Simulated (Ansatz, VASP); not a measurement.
**Au: VASP beside Ansatz**

File POSCAR:

```
Au
1.0
   -1.6821280350      1.6821280350      1.6075509300
    1.6821280350     -1.6821280350      1.6075509300
    1.6821280350      1.6821280350     -1.6075509300
Au
1
Direct
    0.0000000000      0.0000000000      0.0000000000
```

File INCAR.step1:

```
  PREC = Accurate
  ENCUT = 520
  ISMEAR = 0
  SIGMA = 0.15
  LREAL = F
  LASPH = T
  NELM = 100
  NBANDS = 12
  GGA = PE
  ALGO = Normal
  EDIFF = 1E-4
  LWAVE = T
  LCHARG = F
```

File INCAR.step2:

```
  PREC = Accurate
  ENCUT = 520
  EDIFF = 1E-7
  ISMEAR = 0
  SIGMA = 0.15
  LREAL = F
  LASPH = T
  NELM = 100
  ALGO = Normal
  ISIF = 2
  LWAVE = F
  LCHARG = T
  METAGGA = R2SCAN
  LMIXTAU = T
  LELF = T
  LVHAR = T
  NBANDS = 12
  ISTART = 1
```

File KPOINTS:

```
regular mesh
0
Gamma
  20 20 20
```

Input for Ansatz:

```yaml
crystal:
  lattice:
    - [-1.682128035, 1.682128035, 1.60755093]
    - [1.682128035, -1.682128035, 1.60755093]
    - [1.682128035, 1.682128035, -1.60755093]
  atoms:
    - { symbol: Au, position: [0.0, 0.0, 0.0] }
basis:
  ecutwfc: 500
kpoints:
  mp_grid: { grid: [20, 20, 20] }
hamiltonian:
  xc: r2scan
scf:
  occupations: { method: gaussian, width: 0.15 }
output:
  forces: true
  stress: true
  eigenvalues: true
```

Change from the starting cell: strain +0.015 along x and y, -0.030 along z, atoms carried along.

Alike in both runs: task single point; functional r2SCAN; k mesh 20 × 20 × 20; occupations gaussian, width 0.15 eV; no spin polarisation.

|  | VASP | Ansatz |
| --- | --- | --- |
| version | VASP 6.6.1 | Ansatz 0.2.0 |
| potentials or method | VASP PAW PBE potentials, release 64 (Au), cutoff 520 eV | scalar-relativistic, plane waves, PAW |
| valence electrons in the cell | 11 | 19 |

|  | VASP | Ansatz | Ansatz less VASP |
| --- | --- | --- | --- |
| gap on the k mesh at the Fermi level (eV) | none | none | - |
| pressure (GPa) | -4.4 | -4.6 | -0.22 |
| traceless stress, the component that is largest in VASP (GPa) | -0.30 | -0.30 | +0.008 |

VASP's potentials were made for PBE, not for r2SCAN. A gap of «none» marks a metal or a gap that the smearing closes. VASP's potentials hold 11 valence electrons a cell and Ansatz's 19, so a difference there can come from the potentials and not from the codes.

Spin-orbit coupling is off throughout.
